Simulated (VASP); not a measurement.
# HfB2: relaxation of cell and atoms with PBE

The system is HfB2.

```
Hf B
1.0
     4.58135    0.00000    0.00000
    -2.29067    3.96756    0.00000
     0.00000    0.00000    4.18842
Hf B
2 4
Direct
  0.33333 0.66667 0.00000
  0.66667 0.33333 0.00000
  0.50000 0.00000 0.50000
  0.00000 0.50000 0.50000
  0.50000 0.50000 0.50000
  0.00000 0.00000 0.00000
```

The cell was built from a structure type or drawn by symmetry, and may not be a known phase.

```
Program                : VASP 6.6.1
Task                   : relaxation of cell and atoms
Functional             : PBE
Potentials or basis    : VASP PAW PBE potentials, release 64 (Hf_pv, B)
Cutoff                 : 600 eV
k mesh                 : 12 × 12 × 10
Occupations            : gaussian, width 0.1 eV
Spin                   : no spin polarisation
Dipole correction      : no
Further INCAR settings : ALGO = Normal; EDIFF = 1e-06; IBRION = 2; EDIFFG = -0.01; NSW = 100; ISIF = 3
```

```
Relaxed volume                        : 12.62 Å³/atom
Relaxed cell                          : a = 4.560 Å, b = 4.560 Å, c = 4.205 Å, α = 90.00°, β = 90.00°, γ = 120.00°
Space group after relaxing (to 0.1 Å) : P6/mmm (No. 191)
Energy gained by relaxing             : 0.2 meV/atom
Ionic steps                           : 3
Pressure after relaxing               : 0.1 GPa
Band gap on the k mesh                : zero (bands 16 and 17 overlap by 1.34 eV)
```

The path:
| step | energy change (eV) | largest force (eV/Å) | pressure (GPa) | volume (Å³) |
| --- | --- | --- | --- | --- |
| 1 | 0.0000 | 0.0000 | -0.11 | 76.13 |
| 2 | -0.0004 | 0.0000 | -0.07 | 76.03 |
| 3 | -0.0009 | 0.0000 | 0.08 | 75.74 |

Final structure:
```
Hf B
1.0
     4.56041    0.00000    0.00000
    -2.28020    3.94943    0.00000
     0.00000    0.00000    4.20511
Hf B
2 4
Direct
  0.33333 0.66667 0.00000
  0.66667 0.33333 0.00000
  0.50000 0.00000 0.50000
  0.00000 0.50000 0.50000
  0.50000 0.50000 0.50000
  0.00000 0.00000 0.00000
```

Levels at points of the mesh, in eV from the Fermi level:
| k point | band 13 | band 14 | band 15 | band 16 | band 17 | band 18 | band 19 | band 20 |
| --- | --- | --- | --- | --- | --- | --- | --- | --- |
| (0.00, 0.00, 0.00) | -2.19 | -1.93 | -1.81 | -1.81 | 1.13 | 1.13 | 2.96 | 3.61 |
| (0.50, 0.00, 0.00) | -2.24 | -1.47 | -1.33 | -1.25 | -0.08 | 2.61 | 2.85 | 3.53 |
| (0.00, 0.00, 0.50) | -1.91 | -1.91 | -1.90 | -1.90 | 0.60 | 0.60 | 1.40 | 3.29 |
| (0.50, 0.00, 0.50) | -2.17 | -1.46 | -0.15 | 0.41 | 1.52 | 1.58 | 1.85 | 2.36 |

It took 7.8 min on 1 thread of Intel(R) Xeon(R) Platinum 8259CL CPU @ 2.50GHz (Skylake/Cascade Lake) (shared host), peak memory 0.37 GiB.

Caveat: spin-orbit coupling is left out, which moves the levels of the heavy elements.
